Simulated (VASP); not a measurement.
## Si2P: single point with PBE

Si2P:

```
CELL_PARAMETERS angstrom
4.47187 0.00000 0.00000
-2.23594 3.87276 0.00000
0.00000 0.00000 2.52783
ATOMIC_POSITIONS crystal
Si 0.00000 0.00000 0.50000
Si 0.33333 0.66667 0.00000
P 0.66667 0.33333 0.50000
```

| Property | Result |
| --- | --- |
| Program | VASP 6.6.1 |
| Task | single point |
| Functional | PBE |
| Potentials or basis | VASP PAW PBE potentials, release 64 (Si, P) |
| Cutoff | 520 eV |
| k mesh | 12 × 12 × 16 |
| Occupations | gaussian, width 0.1 eV |
| Spin | no spin polarisation |
| Dipole correction | no |
| Further INCAR settings | ALGO = Normal; EDIFF = 1e-06; NBANDS = 14 |

| Item | Value |
| --- | --- |
| Pressure | -0.1 GPa |

Levels at points of the mesh, in eV from the Fermi level:
| k point | band 4 | band 5 | band 6 | band 7 | band 8 | band 9 | band 10 | band 11 |
| --- | --- | --- | --- | --- | --- | --- | --- | --- |
| (0.00, 0.00, 0.00) | -5.47 | -5.47 | -4.42 | -4.42 | 5.01 | 7.50 | 8.97 | 8.97 |
| (0.50, 0.00, 0.00) | -7.27 | 0.14 | 0.86 | 1.34 | 2.27 | 4.61 | 5.87 | 6.94 |
| (0.00, 0.00, 0.50) | -2.38 | -1.91 | -1.91 | -0.12 | 0.00 | 0.73 | 0.73 | 0.98 |
| (0.50, 0.00, 0.50) | -5.94 | -3.14 | -3.12 | -2.67 | -0.60 | 3.70 | 5.13 | 5.67 |

Run time: 53 s on 1 thread of Intel(R) Xeon(R) Platinum 8488C (Sapphire Rapids) (shared host), peak memory 0.22 GiB.
